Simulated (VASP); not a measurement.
Here is a VASP 6.6.1 calculation.

Contents of INCAR:

```
SYSTEM = TiW14
ALGO     = Normal         ! electronic algorithm
EDIFF    = 1E-6           ! SCF threshold, eV
ENCUT    = 520            ! plane-wave cutoff, eV
GGA      = PE             ! functional
ISIF     = 2              ! what is computed and relaxed
ISMEAR   = 0              ! smearing method
LASPH    = .True.         ! aspherical terms in the spheres
LCHARG   = .False.        ! write CHGCAR
LREAL    = Auto         
LWAVE    = .False.        ! write WAVECAR
NBANDS   = 117            ! bands
NELM     = 80             ! most SCF steps
PREC     = Accurate       ! precision mode
SIGMA    = 0.1            ! smearing width, eV
```

Contents of KPOINTS:

```
k-points
0
Gamma
  3 3 3
  0 0 0
```

The input POSCAR:

```
TiW14
1.0
    6.3200000000      0.0000000000      0.0000000000
    0.0000000000      6.3200000000      0.0000000000
    0.0000000000      0.0000000000      6.3200000000
Ti W
1 14
Direct
    0.2423466772      0.2423466772      0.2423466772
    0.5037299051     -0.0018435127     -0.0018435127
   -0.0018435127      0.5037299051     -0.0018435127
   -0.0018435127     -0.0018435127      0.5037299051
    0.4992387658      0.4992387658      0.0007289557
    0.4992387658      0.0007289557      0.4992387658
    0.7512343354      0.2493267405      0.2493267405
    0.0007289557      0.4992387658      0.4992387658
    0.2493267405      0.7512343354      0.2493267405
    0.2493267405      0.2493267405      0.7512343354
    0.5017851266      0.5017851266      0.5017851266
    0.7552943038      0.7552943038      0.2455640823
    0.7552943038      0.2455640823      0.7552943038
    0.2455640823      0.7552943038      0.7552943038
    0.7505781646      0.7505781646      0.7505781646
```

Potentials or basis: VASP PAW PBE potentials, release 64 (Ti_sv, W_sv).

Command:

```bash
$ cat potpaw_PBE.64/Ti_sv/POTCAR potpaw_PBE.64/W_sv/POTCAR > POTCAR
$ mpirun -np 1 vasp_std > vasp.out
```

(1) Estimate the largest force.

(2) Estimate the band gap on the k mesh.

(3) Predict the pressure.

Answers

(1) 0.029 eV/Å.

(2) zero (bands 104 and 105 overlap by 0.91 eV).

(3) 0.0 GPa.

Caveat: spin-orbit coupling is left out, which moves the levels of the heavy elements.
